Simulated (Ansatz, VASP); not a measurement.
# One calculation of GaIr3, two programs

The input INCAR:

```
  PREC = Accurate
  ENCUT = 520
  EDIFF = 1E-6
  ISMEAR = 0
  SIGMA = 0.1
  LREAL = False
  LASPH = True
  NELM = 80
  ALGO = Fast
  ISIF = 2
  LWAVE = False
  LCHARG = False
  GGA = PE
  NBANDS = 28
```

Contents of KPOINTS:

```
Automatic mesh
0
Gamma
  6 6 6
```

File POSCAR:

```
GaIr3
1.0
    0.0000000000      3.1199968300      3.1199968300
    3.1199968300      0.0000000000      3.1199968300
    3.1199968300      3.1199968300      0.0000000000
Ga Ir
1 3
Direct
    0.0000000000      0.0000000000      0.0000000000
    0.2500000000      0.2500000000      0.2500000000
    0.7500000000      0.7500000000      0.7500000000
    0.5000000000      0.5000000000      0.5000000000
```

Input for Ansatz:

```yaml
crystal:
  lattice:
    - [0.0, 3.11999683, 3.11999683]
    - [3.11999683, 0.0, 3.11999683]
    - [3.11999683, 3.11999683, 0.0]
  atoms:
    - { symbol: Ga, position: [0.0, 0.0, 0.0] }
    - { symbol: Ir, position: [0.25, 0.25, 0.25] }
    - { symbol: Ir, position: [0.75, 0.75, 0.75] }
    - { symbol: Ir, position: [0.5, 0.5, 0.5] }
basis:
  ecutwfc: 420
kpoints:
  mp_grid: { grid: [6, 6, 6] }
hamiltonian:
  xc: pbe
scf:
  occupations: { method: gaussian, width: 0.1 }
  lower_state_search: "off"
output:
  forces: true
  stress: true
  eigenvalues: true
```

Change from the starting cell: species swapped into the Ga3Ag type (Fm-3m, No. 225).

Alike in both runs: task single point; functional PBE; k mesh 6 × 6 × 6; occupations gaussian, width 0.1 eV; no spin polarisation.

```csv
,VASP,Ansatz
version,VASP 6.6.1,Ansatz 0.2.0
potentials or method,"VASP PAW PBE potentials, release 64 (Ga_d, Ir), cutoff 520 eV","scalar-relativistic, plane waves, PAW"
valence electrons in the cell,40,64
```

```csv
,VASP,Ansatz,Ansatz less VASP
gap on the k mesh at the Fermi level (eV),none,none,-
pressure (GPa),-5.0,-5.5,-0.43
```

A gap of «none» marks a metal or a gap that the smearing closes. VASP's potentials hold 40 valence electrons a cell and Ansatz's 64, so a difference there can come from the potentials and not from the codes.

Spin-orbit coupling is off throughout.
